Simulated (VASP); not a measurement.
Runs of VASP 6.6.1 on GaP. The structure is that of space group F-43m (No. 216), or close to it. The cells are those of the table. 

```tsv
cell	gap on the mesh (eV)	pressure (GPa)
a = 3.546 Å, angles 60.0°, 2 atoms	1.27	37.5
a = 3.624, b = 3.624, c = 3.546 Å, angles 60.7, 60.7, 58.6°, 2 atoms	1.17	28.4
a = 4.008 Å, angles 60.0°, 2 atoms	1.34	-7.9
a = 3.778, b = 3.778, c = 3.700 Å, angles 60.7, 60.7, 58.6°, 2 atoms	(a)	8.5
a = 4.162 Å, angles 60.0°, 2 atoms	0.43	-12.0
a = 3.700 Å, angles 60.0°, 2 atoms	1.63	14.1
a = 4.086, b = 4.086, c = 4.008 Å, angles 60.6, 60.6, 58.7°, 2 atoms	0.95	-9.6
a = 3.932, b = 3.932, c = 3.854 Å, angles 60.7, 60.7, 58.7°, 2 atoms	(b)	(c)
```

Alike in all rows: task single point; level r2SCAN; potentials or basis VASP PAW PBE potentials, release 64 (Ga_d, P); no spin polarisation; k mesh 8 × 8 × 8; cutoff (eV) 520; smearing gaussian 0.05 eV.

**Question.** Fill in the values left out.

**Answer.** (a) 1.54; (b) 1.76; (c) -3.2.

Caveats: the PAW data sets were made with another functional, which shifts forces and pressure a little.

A k mesh can miss the band edges, and the runs leave out spin-orbit coupling on Ga.
